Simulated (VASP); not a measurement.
Wanted: the native input for a VASP 6.6.1 run.

```
Task                   : single point
Functional             : r2SCAN
Potentials or basis    : VASP PAW PBE potentials, release 64 (Li_sv, Mg)
Cutoff                 : 520 eV
k mesh                 : 5 × 5 × 5
Occupations            : fermi-dirac, width 0.1 eV
Spin                   : no spin polarisation
Dipole correction      : no
Further INCAR settings : ALGO = Normal; EDIFF = 1e-07; NBANDS = 16
```

The system is LiMg5.

```
Li Mg
1.0
     5.47299    0.00000    0.00000
    -2.73650    4.73975    0.00000
     0.00000    0.00000    5.06996
Li Mg
1 5
Direct
  0.00000 0.00000 0.50000
  0.00000 0.67142 0.00000
  0.67142 0.00000 0.00000
  0.32858 0.32858 0.00000
  0.66667 0.33333 0.50000
  0.33333 0.66667 0.50000
```

One way to write it, as run:

POSCAR

```
LiMg5
1.0
    5.4729940000      0.0000000000      0.0000000000
   -2.7364970000      4.7397518388      0.0000000000
    0.0000000000      0.0000000000      5.0699560000
Li Mg
1 5
Direct
    0.0000000000      0.0000000000      0.5000000000
    0.0000000000      0.6714210000      0.0000000000
    0.6714210000      0.0000000000      0.0000000000
    0.3285790000      0.3285790000      0.0000000000
    0.6666666667      0.3333333333      0.5000000000
    0.3333333333      0.6666666667      0.5000000000
```

INCAR.step1

```
ALGO = Normal
EDIFF = 1E-4
ENCUT = 520
GGA = PE
ISMEAR = -1
LASPH = True
LCHARG = False
LREAL = False
LWAVE = True
NBANDS = 16
NELM = 60
PREC = Accurate
SIGMA = 0.1
```

INCAR.step2

```
ALGO = Normal
EDIFF = 1E-7
ENCUT = 520
ISIF = 2
ISMEAR = -1
ISTART = 1
LASPH = True
LCHARG = True
LELF = True
LMIXTAU = True
LREAL = False
LVHAR = True
LWAVE = False
METAGGA = R2SCAN
NBANDS = 16
NELM = 60
PREC = Accurate
SIGMA = 0.1
```

KPOINTS

```
k-points
0
Gamma
  5 5 5
```

Potentials or basis: VASP PAW PBE potentials, release 64 (Li_sv, Mg).

Run with:

```bash
$ cat potpaw_PBE.64/Li_sv/POTCAR potpaw_PBE.64/Mg/POTCAR > POTCAR
$ cp INCAR.step1 INCAR
$ mpirun -np 1 vasp_std > vasp.out
$ cp INCAR.step2 INCAR
$ mpirun -np 1 vasp_std > vasp.out
```

It gave:

```json
{"Largest force": "0.061 eV/Å"}
```

Caveat: the PAW data sets were made with another functional, which shifts forces and pressure a little.

Run time: 4.9 min on 1 thread of AMD EPYC 7R43 64-Core Processor (Zen 3), with other jobs on the host, peak memory 0.24 GiB.
